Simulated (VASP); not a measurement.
# Zn16O in VASP: single point with PBEsol

Aim: the single point of Zn16O with PBEsol.

All numbers are computed with VASP 6.6.1; they aren't measurements. Logs are shortened: lines on timing, memory, paths and dates and some standing lists are left out, and cuts for length are marked.

## (1) The cell of the first run

The cell holds a slab with vacuum, 17 atoms: a = 5.320 Å, b = 5.320 Å, c = 20.405 Å, α = 90.00°, β = 90.00°, γ = 60.00°.

## (2) Single point, PBEsol

Input file INCAR:

```
SYSTEM = Zn16O
ALGO     = Normal         ! electronic algorithm
EDIFF    = 1E-7           ! SCF threshold, eV
ENCUT    = 520            ! plane-wave cutoff, eV
GGA      = PS             ! functional
ISIF     = 2              ! what is computed and relaxed
ISMEAR   = 0              ! smearing method
LASPH    = .TRUE.         ! aspherical terms in the spheres
LCHARG   = .FALSE.        ! write CHGCAR
LREAL    = Auto         
LWAVE    = .FALSE.        ! write WAVECAR
NBANDS   = 113            ! bands
NELM     = 100            ! most SCF steps
PREC     = Accurate       ! precision mode
SIGMA    = 0.05           ! smearing width, eV
```

Input file KPOINTS:

```
k-points
0
G
  4 4 1
  0 0 0
```

Input file POSCAR:

```
Zn16O
1.0
    5.3200000000      0.0000000000      0.0000000000
    2.6600000000      4.6072550000      0.0000000000
    0.0000000000      0.0000000000     20.4054400000
Zn O
16 1
Direct
   -0.1666667028      0.3333334057      0.0490064904
    0.3333332972      0.3333334057      0.0490064904
   -0.1666666486      0.8333332972      0.0490064904
    0.3333333514      0.8333332972      0.0490064904
    0.0042634798      0.0024715367      0.1680161271
    0.5055269590      0.0011731497      0.1656814065
    0.0031458946      0.5042668574      0.1644774629
    0.5048284154      0.5040465527      0.1655366902
   -0.1678242901      0.3451647456      0.2766769058
    0.3324154035      0.3339793434      0.2757796450
   -0.1598778835      0.8354245641      0.2772371485
    0.3486382535      0.8288377787      0.2784917159
    0.0308298446      0.0248538446      0.3839673146
    0.5206394536      0.0500981604      0.3950374018
    0.0697442765      0.5089336275      0.4122902520
    0.5282975994      0.5155848765      0.4014755869
    0.6959060716      0.7093145485      0.4481740653
```

Potentials or basis: VASP PAW PBE potentials, release 64 (Zn, O).

Run with:

```console
cat potpaw_PBE.64/Zn/POTCAR potpaw_PBE.64/O/POTCAR > POTCAR
mpirun -np 1 vasp_std > vasp.out
```

OUTCAR:

```text
SYSTEM = Zn16O
   EDIFF = 1E-7
   ENCUT = 520
   GGA = PS
   ISIF = 2
   ISMEAR = 0
   LASPH = .TRUE.
   LREAL = Auto
   NELM = 100
   PREC = Accurate

 ion  position               nearest neighbor table
   1  0.833  0.333  0.049-   3 2.66   4 2.66   2 2.66   2 2.66   4 2.66   3 2.66   8 2.82   7 2.83
                             5 2.87
   2  0.333  0.333  0.049-   4 2.66   3 2.66   1 2.66   1 2.66   3 2.66   4 2.66   7 2.80   6 2.83
                             8 2.85
   3  0.833  0.833  0.049-   1 2.66   2 2.66   4 2.66   4 2.66   2 2.66   1 2.66   7 2.80   6 2.82
                             5 2.89
   4  0.333  0.833  0.049-   2 2.66   1 2.66   3 2.66   3 2.66   1 2.66   2 2.66   8 2.82   6 2.85
                             5 2.86
   5  0.004  0.002  0.168-   7 2.65   6 2.66   8 2.66   8 2.66   6 2.66   7 2.67  11 2.70   9 2.72
                            12 2.76   4 2.86   1 2.87   3 2.89
   6  0.506  0.001  0.166-   7 2.65   8 2.65   5 2.66   5 2.66   8 2.67   7 2.67  10 2.72  11 2.75
                            12 2.76   3 2.82   2 2.83   4 2.85
   7  0.003  0.504  0.164-   6 2.65   8 2.65   5 2.65   5 2.67   8 2.67   6 2.67  10 2.73   9 2.75
                            11 2.76   3 2.80   2 2.80   1 2.83
   8  0.505  0.504  0.166-   6 2.65   7 2.65   5 2.66   5 2.66   7 2.67   6 2.67   9 2.72  10 2.75
                            12 2.75   1 2.82   4 2.82   2 2.85
   9  0.832  0.345  0.277-  12 2.57  11 2.63  10 2.63  13 2.65  10 2.69  11 2.69   5 2.72   8 2.72
                            12 2.75   7 2.75  16 2.91
  10  0.332  0.334  0.276-   9 2.63  11 2.64  12 2.65  11 2.68  12 2.68   9 2.69   6 2.72   7 2.73
                             8 2.75  14 2.77  15 3.05
  11  0.840  0.835  0.277-   9 2.63  12 2.63  10 2.64  10 2.68  12 2.69   9 2.69   5 2.70   6 2.75
                             7 2.76  13 2.79  14 2.83
  12  0.349  0.829  0.278-   9 2.57  13 2.61  11 2.63  10 2.65  10 2.68  11 2.69   9 2.75   8 2.75
                             5 2.76   6 2.76  16 2.90  14 2.99
  13  0.031  0.025  0.384-  12 2.61   9 2.65  14 2.66  16 2.67  14 2.68  16 2.70  15 2.71  15 2.75
                            11 2.79
  14  0.521  0.050  0.395-  17 1.91  15 2.45  16 2.50  13 2.66  13 2.68  10 2.77  16 2.83  11 2.83
                            15 2.92  12 2.99
  15  0.070  0.509  0.412-  17 1.87  14 2.45  16 2.47  13 2.71  13 2.75  16 2.87  14 2.92  10 3.05

  16  0.528  0.516  0.401-  17 1.92  15 2.47  14 2.50  13 2.67  13 2.70  14 2.83  15 2.87  12 2.90
                             9 2.91
  17  0.696  0.709  0.448-  15 1.87  14 1.91  16 1.92

  LATTYP: Found a hexagonal cell.
 ALAT       =     5.3199998717
 C/A-ratio  =     3.8356091150

  Lattice vectors:

 A1 = (  -2.6600000000,  -4.6072550000,   0.0000000000)
 A2 = (   5.3200000000,   0.0000000000,   0.0000000000)
 A3 = (   0.0000000000,   0.0000000000,  20.4054400000)

Analysis of symmetry for initial positions (statically):
=====================================================================
[... 152 lines left out ...]
   EMIN   =  10.00;   EMAX   =-10.00  energy-range for DOS
   EFERMI =   0.00;   METHOD = LEGACY
   ISMEAR =     0;   SIGMA  =   0.05  broadening in eV -4-tet -1-fermi 0-gaus
   EFERMI_NEDOS =   21; number of points for ismear=-14 and -15
   IALGO  =     38    algorithm
   IMIX   =      4    mixing-type and parameters
     AMIX     =   0.40;   BMIX     =  1.00
     AMIX_MAG =   1.60;   BMIX_MAG =  1.00
  volume/ion in A,a.u.               =      29.42       198.54
  Fermi-wavevector in a.u.,A,eV,Ry     =   1.202071  2.271584 19.660058  1.444974
  Thomas-Fermi vector in A             =   2.337862
   LORBIT       =      0    0 simple, 1 ext, 2 COOP (PROOUT), +10 PAW based schemes
   GGA     = PS    functional components
   LHFCALC =     F    Hartree Fock is set to
   AEXX    =    0.0000 exact exchange contribution
   IVDW    =     0    specifies the selected vdW correction
   LEPSILON=     F    determine dielectric tensor
   LRPA    =     F    only Hartree local field effects (RPA)
 non-spin polarized calculation
 Gauss-broadening in eV      SIGMA  =   0.05
  energy-cutoff  :      520.00
  volume of cell :      500.15
 maximum number of plane-waves:     13544
   NGX = 19   NGY = 19   NGZ = 75

 number of electron     198.0000021 magnetization

 Free energy of the ion-electron system (eV)
  ---------------------------------------------------
  ext. energy  EPLUGINS =         0.00000000
  ---------------------------------------------------
  free energy    TOTEN  =       -30.52092196 eV

  energy without entropy =      -30.51592136  energy(sigma->0) =      -30.51842166

 E-fermi :  -1.0580     XC(G=0):  -6.4445

 val. band max:       -1.0665787624   @ k =   0.2500   0.2500   0.0000
 cond. band min:      -0.9487324498   @ k =   0.0000   0.2500   0.0000
 fundamental gap:      0.1178463125
 Fermi energy:        -1.0580268411

 k-point     1 :       0.0000    0.0000    0.0000
  band No.  band energies     occupation
      1     -19.4243      2.00000
      2     -11.3310      2.00000
      3     -10.1780      2.00000
      4      -9.5286      2.00000
      5      -9.4300      2.00000
      6      -9.4225      2.00000
[... 1129 lines left out ...]
    110       3.3122      0.00000
    111       3.7009      0.00000
 [bands above 111 left out]

------------------------ aborting loop because EDIFF is reached ----------------------------------------

  FORCE on cell =-STRESS in cart. coord.  units (eV):
  Direction    XX          YY          ZZ          XY          YZ          ZX
  --------------------------------------------------------------------------------------
  -------------------------------------------------------------------------------------
  Total       -5.0475356     -4.5527011      0.7534384     -0.8109762     -0.1672989     -0.4342885
  in kB      -16.1692593    -14.5841080      2.4135621     -2.5978785     -0.5359249     -1.3911982
  external PRESSURE =      -9.4466017 kB  Pullay stress =       0.0000000 kB

 VOLUME and BASIS-vectors are now :
 -----------------------------------------------------------------------------
  energy-cutoff  :      520.00
  volume of cell :      500.15
      direct lattice vectors                 reciprocal lattice vectors
     5.320000000  0.000000000  0.000000000     0.187969925 -0.108524490  0.000000000
     2.660000000  4.607255000  0.000000000     0.000000000  0.217048980  0.000000000
     0.000000000  0.000000000 20.405440000     0.000000000  0.000000000  0.049006539

 POSITION                                       TOTAL-FORCE (eV/Angst)
 -----------------------------------------------------------------------------------
      5.32000      1.53575      1.00000        -0.017333     -0.017589     -0.010838
      2.66000      1.53575      1.00000         0.040017     -0.004216     -0.024313
      6.65000      3.83938      1.00000         0.021336      0.031762     -0.026501
      3.99000      3.83938      1.00000        -0.007017     -0.000332     -0.031100
      0.02926      0.01139      3.42844        -0.000092      0.000196      0.002959
      2.69252      0.00540      3.38080         0.002681     -0.001748     -0.000176
[... 9 lines left out ...]
      4.18200      2.37543      8.19229        -0.057106     -0.037175     -0.015020
      5.58900      3.26799      9.14519        -0.084273     -0.039670      0.144279
 -----------------------------------------------------------------------------------
    total drift:                               -0.006595     -0.007195     -0.005230

  FREE ENERGIE OF THE ION-ELECTRON SYSTEM (eV)
  ---------------------------------------------------
  free  energy   TOTEN  =       -30.5209219648 eV

  energy  without entropy=      -30.5159213598  energy(sigma->0) =      -30.51842166
```

OSZICAR:

```text
N       E                     dE             d eps       ncg     rms          rms(c)
DAV:   1     0.163802038730E+04    0.16380E+04   -0.94881E+04  2260   0.222E+03
DAV:   2     0.207641848804E+03   -0.14304E+04   -0.13890E+04  2260   0.526E+02
DAV:   3    -0.153204267204E+02   -0.22296E+03   -0.21778E+03  2347   0.195E+02
[... 23 lines left out ...]
DAV:  27    -0.305209209307E+02   -0.88457E-06   -0.24021E-08  1488   0.119E-03    0.270E-04
DAV:  28    -0.305209214098E+02   -0.47915E-06   -0.82666E-09  1440   0.756E-04    0.120E-04
DAV:  29    -0.305209218100E+02   -0.40014E-06   -0.12200E-08  1423   0.366E-04    0.941E-05
DAV:  30    -0.305209219327E+02   -0.12275E-06   -0.46990E-09  1424   0.522E-04    0.749E-05
DAV:  31    -0.305209219648E+02   -0.32043E-07   -0.15003E-09  1400   0.215E-04
   1 F= -.30520922E+02 E0= -.30518422E+02  d E =-.500060E-02
```

stdout:

```text
POSCAR found type information on POSCAR ZnO
 POSCAR found :  2 types and      17 ions
 scaLAPACK will be used
 -----------------------------------------------------------------------------
|                                                                             |
|                                                                             |
|     You enforced a specific xc type in the INCAR file but a different       |
|     I HOPE YOU KNOW WHAT YOU ARE DOING!                                     |
|                                                                             |
 -----------------------------------------------------------------------------

 LDA part: xc-table for (Slater+PW92), standard interpolation
 POSCAR, INCAR and KPOINTS ok, starting setup
 FFT: planning ... GRIDC
 FFT: planning ... GRID_SOFT
 FFT: planning ... GRID
 WAVECAR not read
 entering main loop
```

Wall time 15 min (1 thread of Intel Xeon 6975P-C (Granite Rapids), shared host); peak memory 0.75 GiB.

Results:

```
Free energy            : -30.5209 eV
Largest force          : 0.172 eV/Å
Band gap on the k mesh : zero (bands 99 and 100 overlap by 0.92 eV)
```

Forces on the atoms (eV/Å):
```
Zn  -0.017 -0.018 -0.011
Zn   0.040 -0.004 -0.024
Zn   0.021  0.032 -0.027
Zn  -0.007  0.000 -0.031
Zn   0.000  0.000  0.003
Zn   0.003 -0.002  0.000
Zn   0.000  0.004  0.000
Zn   0.002  0.001 -0.006
Zn   0.007  0.012 -0.015
Zn   0.008  0.000  0.011
Zn   0.004  0.001  0.007
Zn   0.010  0.001 -0.011
Zn   0.007  0.008 -0.010
Zn   0.014  0.055  0.009
Zn   0.050 -0.014 -0.024
Zn  -0.057 -0.037 -0.015
O   -0.084 -0.040  0.144
```

Caveat: there is no dipole correction, which matters where the two faces differ; the PAW data sets were made with another functional, which shifts forces and pressure a little.

The gap in the log of VASP goes by the Fermi energy; the results here count the filled bands.